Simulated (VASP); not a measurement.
Runs of VASP 6.6.1 on Sr. The structure is that of space group Fm-3m (No. 225), or close to it. The cells are those of the table. 

```tsv
task	cell	k mesh	cutoff (eV)	gap on the mesh (eV)	pressure (GPa)
relaxation of cell and atoms	relaxed to 90 GPa from a = 2.943 Å, angles 60.0°, 1 atom	18 × 18 × 18	600	none	90.0
single point	a = 2.776 Å, angles 60.0°, 1 atom	18 × 18 × 18	520	none	94.2
relaxation of cell and atoms	relaxed to 1 GPa from a = 4.247 Å, angles 60.0°, 1 atom	12 × 12 × 12	600	-	1.0
single point	a = 4.151 Å, angles 60.0°, 1 atom	12 × 12 × 12	520	-	1.1
relaxation of cell and atoms	relaxed to 25 GPa from a = 3.533 Å, angles 60.0°, 1 atom	14 × 14 × 14	600	none	25.0
single point	a = 3.023 Å, angles 60.0°, 1 atom	16 × 16 × 16	520	none	51.2
single point	a = 3.335 Å, angles 60.0°, 1 atom	14 × 14 × 14	520	none	(b)
relaxation of cell and atoms	relaxed to 4 GPa from a = 4.042 Å, angles 60.0°, 1 atom	12 × 12 × 12	600	-	4.0
single point	a = 3.629 Å, angles 60.0°, 1 atom	14 × 14 × 14	520	none	(a)
single point	a = 3.947 Å, angles 60.0°, 1 atom	12 × 12 × 12	520	-	4.1
relaxation of cell and atoms	relaxed to 50 GPa from a = 3.248 Å, angles 60.0°, 1 atom	16 × 16 × 16	600	none	49.9
single point	a = 4.400 Å, angles 60.0°, 1 atom	12 × 12 × 12	520	none	-0.9
```

Alike in all rows: level PBE; potentials or basis VASP PAW PBE potentials, release 64 (Sr_sv); no spin polarisation; smearing gaussian 0.1 eV.

Problem. Fill in the values left out.

Solution. (a) 12.1; (b) 25.3.

Caveats: the cell is relaxed towards a set pressure, so the run minimises the enthalpy, not the energy (at least some runs); the cell stands under pressure (at least some runs).

A k mesh can miss the band edges, and the runs leave out spin-orbit coupling on Sr.

A gap of «none» marks levels without a gap at the run's occupations.
